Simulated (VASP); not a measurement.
# Mg (C2/m) in VASP: single point with LDA

Aim: the single point of Mg with LDA.

Program: VASP 6.6.1. These are calculated values, not measurements. Logs are shortened: lines on timing, memory, paths and dates and some standing lists are left out, and cuts for length are marked.

## Step 1: The cell of the first run

Symmetry: C2/m, No. 12, monoclinic system. The conventional cell has a = 7.816 Å, b = 8.790 Å, c = 3.821 Å, α = 90.00°, β = 96.42°, γ = 90.00°. Within 5.0 Å of Mg (site symmetry 2/m) lie 2 Mg at 3.82 Å.

## Step 2: Single point, LDA

File INCAR:

```
ALGO     = Normal         # electronic algorithm
EDIFF    = 1E-7           # SCF threshold, eV
ENCUT    = 520            # plane-wave cutoff, eV
GGA      = CA             # functional
ISIF     = 2              # what is computed and relaxed
ISMEAR   = -1             # smearing method
LASPH    = T              # aspherical terms in the spheres
LCHARG   = T              # write CHGCAR
LELF     = T              # ELF
LREAL    = F              # projectors in reciprocal space
LVHAR    = T            
LWAVE    = F              # write WAVECAR
NBANDS   = 7              # bands
NELM     = 100            # most SCF steps
PREC     = Accurate       # precision mode
SIGMA    = 0.1            # smearing width, eV
```

File KPOINTS:

```
k-points
0
Gamma
  4 4 6
```

File POSCAR:

```
Mg
1.0
    3.9079900000     -4.3948000000      0.0000000000
    3.9079900000      4.3948000000      0.0000000000
   -0.4272000000      0.0000000000      3.7967600000
Mg
1
Direct
    0.0000000000      0.0000000000      0.0000000000
```

Potentials or basis: VASP PAW LDA potentials, release 64 (Mg).

Launch:

```
$ cat potpaw_LDA.64/Mg/POTCAR > POTCAR
$ mpirun -np 1 vasp_std > vasp.out
```

OUTCAR:

```text
EDIFF = 1E-7
   ENCUT = 520
   GGA = CA
   ISIF = 2
   ISMEAR = -1
   LASPH = T
   LREAL = F
   NELM = 100
   PREC = Accurate

 ion  position               nearest neighbor table
   1  0.000  0.000  0.000-

  LATTYP: Found a base centered monoclinic cell.
 ALAT       =     7.8159800000
 B/A-ratio  =     1.1245678725
 C/A-ratio  =     0.4888341628
 COS(beta)  =    -0.1118114437

  Lattice vectors:

 A1 = (   3.9079900000,  -4.3948000000,   0.0000000000)
 A2 = (   3.9079900000,   4.3948000000,   0.0000000000)
 A3 = (  -0.4272000000,   0.0000000000,   3.7967600000)

Analysis of symmetry for initial positions (statically):
=====================================================================
 Subroutine PRICEL returns:
 Original cell was already a primitive cell.

 Routine SETGRP: Setting up the symmetry group for a
 base centered monoclinic supercell.

 Subroutine GETGRP returns: Found  4 space group operations
 (whereof  4 operations were pure point group operations)
 out of a pool of  4 trial point group operations.

The static configuration has the point symmetry C_2h.

Analysis of symmetry for dynamics (positions and initial velocities):
=====================================================================
 Subroutine PRICEL returns:
 Original cell was already a primitive cell.

 Routine SETGRP: Setting up the symmetry group for a
 base centered monoclinic supercell.

 Subroutine GETGRP returns: Found  4 space group operations
 (whereof  4 operations were pure point group operations)
 out of a pool of  4 trial point group operations.

The dynamic configuration has the point symmetry C_2h.

 Subroutine INISYM returns: Found  4 space group operations
 (whereof  4 operations are pure point group operations),
 and found     1 'primitive' translations

----------------------------------------------------------------------------------------

                                     Primitive cell

  volume of cell :     130.4174

  direct lattice vectors                    reciprocal lattice vectors
     3.907990000 -4.394800000  0.000000000     0.127943009 -0.113770820  0.014395762
     3.907990000  4.394800000  0.000000000     0.127943009  0.113770820  0.014395762
    -0.427200000  0.000000000  3.796760000     0.000000000  0.000000000  0.263382463

  length of vectors
     5.881041819  5.881041819  3.820718040     0.171815165  0.171815165  0.263382463

  position of ions in fractional coordinates (direct lattice)
     0.000000000  0.000000000  0.000000000

  ion indices of the primitive-cell ions
   primitive index   ion index
                 1           1

----------------------------------------------------------------------------------------

 KPOINTS: k-points

Automatic generation of k-mesh.
 Grid dimensions read from file:
 generate k-points for:    4    4    6

 Generating k-lattice:

  Cartesian coordinates                     Fractional coordinates (reciprocal lattice)
     0.031985752 -0.028442705  0.003598941     0.250000000  0.000000000  0.000000000
     0.031985752  0.028442705  0.003598941     0.000000000  0.250000000  0.000000000
     0.000000000  0.000000000  0.043897077     0.000000000  0.000000000  0.166666667

  Length of vectors
     0.042953791  0.042953791  0.043897077

  Shift w.r.t. Gamma in fractional coordinates (k-lattice)
     0.000000000  0.000000000  0.000000000

 Subroutine IBZKPT returns following result:
 ===========================================

 Found     34 irreducible k-points:

 Following reciprocal coordinates:
            Coordinates               Weight
  0.000000  0.000000  0.000000      1.000000
  0.250000  0.000000  0.000000      4.000000
  0.500000  0.000000  0.000000      2.000000
  0.250000  0.250000  0.000000      2.000000
  0.500000  0.250000  0.000000      4.000000
 -0.250000  0.250000  0.000000      2.000000
[... 16 lines left out ...]
  0.500000  0.250000  0.333333      4.000000
 -0.250000  0.250000  0.333333      4.000000
 [... further k-points ...]
   k-points           NKPTS =     34   k-points in BZ     NKDIM =     34   number of bands    NBANDS=      7
   number of dos      NEDOS =    301   number of ions     NIONS =      1
   total plane-waves  NPLWV =  64512
   dimension x,y,z NGX =    48 NGY =   48 NGZ =   28
   dimension x,y,z NGXF=    96 NGYF=   96 NGZF=   56
   ions per type =               1
   NGX,Y,Z   is equivalent  to a cutoff of  13.57, 13.57, 12.18 a.u.
   NGXF,Y,Z  is equivalent  to a cutoff of  27.14, 27.14, 24.37 a.u.
 SYSTEM =  unknown system
   PREC   = accura    normal or accurate (medium, high low for compatibility)
   ISTART =      0    job   : 0-new  1-cont  2-samecut
   ICHARG =      2    charge: 1-file 2-atom 10-const
   ISPIN  =      1    spin polarized calculation?
   LNONCOLLINEAR =      F non collinear calculations
   LSORBIT =      F    spin-orbit coupling
   LASPH  =      T    aspherical Exc in radial PAW
   ENCUT  =  520.0 eV  38.22 Ry    6.18 a.u.  10.93 10.93  7.10*2*pi/ulx,y,z
   NELM   =    100;   NELMIN=  2; NELMDL= -5     # of ELM steps
   EDIFF  = 0.1E-06   stopping-criterion for ELM
   LREAL  =      F    real-space projection
   EDIFFG = 0.1E-05   stopping-criterion for IOM
   NSW    =      0    number of steps for IOM
   IBRION =     -1    ionic relax: 0-MD 1-quasi-New 2-CG
   NFREE  =      0    steps in history (QN), initial steepest desc. (CG)
   ISIF   =      2    stress and relaxation
   ISYM   =      2    0-nonsym 1-usesym 2-fastsym
   POTIM  = 0.5000    time-step for ionic-motion
   TEBEG  =    0.0;   TEEND  =   0.0 temperature during run
   PSTRESS=    0.0 pullay stress
   NELECT =       2.0000    total number of electrons
   NUPDOWN=      -1.0000    fix difference up-down
   EMIN   =  10.00;   EMAX   =-10.00  energy-range for DOS
   EFERMI =   0.00;   METHOD = LEGACY
   ISMEAR =    -1;   SIGMA  =   0.10  broadening in eV -4-tet -1-fermi 0-gaus
   EFERMI_NEDOS =   21; number of points for ismear=-14 and -15
   IALGO  =     38    algorithm
   IMIX   =      4    mixing-type and parameters
     AMIX     =   0.40;   BMIX     =  1.00
     AMIX_MAG =   1.60;   BMIX_MAG =  1.00
  volume/ion in A,a.u.               =     130.42       880.10
  Fermi-wavevector in a.u.,A,eV,Ry     =   0.406730  0.768608  2.250803  0.165429
  Thomas-Fermi vector in A             =   1.359900
   LORBIT       =      0    0 simple, 1 ext, 2 COOP (PROOUT), +10 PAW based schemes
   GGA     = CA    functional components
   LHFCALC =     F    Hartree Fock is set to
   AEXX    =    0.0000 exact exchange contribution
   IVDW    =     0    specifies the selected vdW correction
   LEPSILON=     F    determine dielectric tensor
   LRPA    =     F    only Hartree local field effects (RPA)
 non-spin polarized calculation
  energy-cutoff  :      520.00
  volume of cell :      130.42
 maximum number of plane-waves:      3532
 NGX is ok and might be reduce to    48
   NGX = 21   NGY = 21   NGZ = 15

 number of electron       2.0000000 magnetization

 Free energy of the ion-electron system (eV)
  ---------------------------------------------------
  ext. energy  EPLUGINS =         0.00000000
  ---------------------------------------------------
  free energy    TOTEN  =        -0.21983582 eV

  energy without entropy =       -0.21401191  energy(sigma->0) =       -0.21692387

 E-fermi :  -1.9560     XC(G=0):  -3.9079

 val. band max:       -2.1815294015   @ k =   0.5000   0.5000   0.5000
 cond. band min:      -1.6479517275   @ k =   0.0000   0.0000   0.5000
 fundamental gap:      0.5335776741
 Fermi energy:        -1.9560127371

 k-point     1 :       0.0000    0.0000    0.0000
  band No.  band energies     occupation
      1      -4.7263      2.00000
      2      -0.0667      0.00000
      3       0.0652      0.00000
      4       1.0478      0.00000
      5       1.8627      0.00000
      6       4.5905      0.00000
      7       4.6258      0.00000

 k-point     2 :       0.2500    0.0000    0.0000
  band No.  band energies     occupation
      1      -4.6100      2.00000
      2      -1.0462      0.00022
      3       0.0863      0.00000
      4       1.6069      0.00000
      5       2.9644      0.00000
      6       3.6353      0.00000
      7       4.6731      0.00000

 k-point     3 :       0.5000    0.0000    0.0000
  band No.  band energies     occupation
      1      -4.4712      2.00000
      2      -1.6479      0.08779
      3       0.1861      0.00000
      4       1.8504      0.00000
      5       3.3073      0.00000
      6       3.3473      0.00000
      7       4.7300      0.00000

 k-point     4 :       0.2500    0.2500    0.0000
  band No.  band energies     occupation
      1      -4.4882      2.00000
      2      -1.0413      0.00021
      3      -0.8751      0.00004
      4       2.4931      0.00000
      5       3.4553      0.00000
      6       3.4769      0.00000
      7       4.7194      0.00000

 k-point     5 :       0.5000    0.2500    0.0000
  band No.  band energies     occupation
      1      -4.3692      2.00000
      2      -1.4817      0.01727
      3      -0.7065      0.00001
      4       1.5719      0.00000
      5       3.4009      0.00000
      6       4.7781      0.00000
      7       5.3249      0.00000

 k-point     6 :      -0.2500    0.2500    0.0000
  band No.  band energies     occupation
      1      -4.5110      2.00000
      2      -0.9163      0.00006
      3      -0.7261      0.00001
      4       1.8408      0.00000
      5       3.0612      0.00000
      6       3.3566      0.00000
      7       4.7275      0.00000

 k-point     7 :       0.5000    0.5000    0.0000
  band No.  band energies     occupation
      1      -4.2503      2.00000
      2      -1.3868      0.00672
      3      -1.1117      0.00043
      4       0.7970      0.00000
      5       4.8309      0.00000
      6       5.6036      0.00000
      7       5.6095      0.00000
[... 121 lines left out ...]
 k-point    20 :       0.5000    0.0000    0.3333
  band No.  band energies     occupation
      1      -3.3789      2.00000
      2      -0.5630      0.00000
      3       0.0710      0.00000
      4       1.1242      0.00000
      5       2.9973      0.00000
      6       3.0306      0.00000
      7       4.0968      0.00000

 k-point    21 :      -0.2500    0.0000    0.3333
  band No.  band energies     occupation
      1      -3.5417      2.00000
      2       0.0184      0.00000
      3       0.1837      0.00000
      4       1.0300      0.00000
      5       2.6359      0.00000
      6       3.2503      0.00000
      7       3.9363      0.00000

 k-point    22 :       0.2500    0.2500    0.3333
  band No.  band energies     occupation
      1      -3.3397      2.00000
      2      -0.0803      0.00000
      3      -0.0141      0.00000
      4       0.0335      0.00000
      5       3.1544      0.00000
      6       3.8478      0.00000
      7       4.0075      0.00000

 k-point    23 :       0.5000    0.2500    0.3333
  band No.  band energies     occupation
      1      -3.2569      2.00000
      2      -0.3634      0.00000
      3       0.1085      0.00000
      4       0.2241      0.00000
      5       2.4293      0.00000
      6       3.1321      0.00000
      7       4.0679      0.00000

 k-point    24 :      -0.2500    0.2500    0.3333
  band No.  band energies     occupation
      1      -3.4139      2.00000
      2      -0.0008      0.00000
      3       0.0632      0.00000
      4       0.4224      0.00000
      5       2.9180      0.00000
      6       3.3959      0.00000
      7       4.0442      0.00000

 [... further k-points ...]
[... 5 lines left out ...]
  --------------------------------------------------------------------------------------
  -------------------------------------------------------------------------------------
  Total       -0.1404934     -0.1647882     -0.4428281      0.0000000      0.0000000      0.0315736
  in kB       -1.7259599     -2.0244212     -5.4401393      0.0000000      0.0000000      0.3878816
  external PRESSURE =      -3.0635068 kB  Pullay stress =       0.0000000 kB

 VOLUME and BASIS-vectors are now :
 -----------------------------------------------------------------------------
  energy-cutoff  :      520.00
  volume of cell :      130.42
      direct lattice vectors                 reciprocal lattice vectors
     3.907990000 -4.394800000  0.000000000     0.127943009 -0.113770820  0.014395762
     3.907990000  4.394800000  0.000000000     0.127943009  0.113770820  0.014395762
    -0.427200000  0.000000000  3.796760000     0.000000000  0.000000000  0.263382463

 POSITION                                       TOTAL-FORCE (eV/Angst)
 -----------------------------------------------------------------------------------
      0.00000      0.00000      0.00000        -0.000000      0.000000      0.000000
 -----------------------------------------------------------------------------------
    total drift:                                0.000000     -0.000000      0.000000

  FREE ENERGIE OF THE ION-ELECTRON SYSTEM (eV)
  ---------------------------------------------------
  free  energy   TOTEN  =        -0.2198358211 eV

  energy  without entropy=       -0.2140119131  energy(sigma->0) =       -0.21692387
```

Wall time 15 s (1 thread of Intel Xeon 6975P-C (Granite Rapids), shared host); peak memory 0.19 GiB.

Results:

| Property | Result |
| --- | --- |
| Free energy | -0.2198 eV |
| Pressure | -0.3 GPa |
| Band gap on the k mesh | 0.53 eV, indirect (least direct gap 0.94 eV) |

A k mesh can miss the band edges.
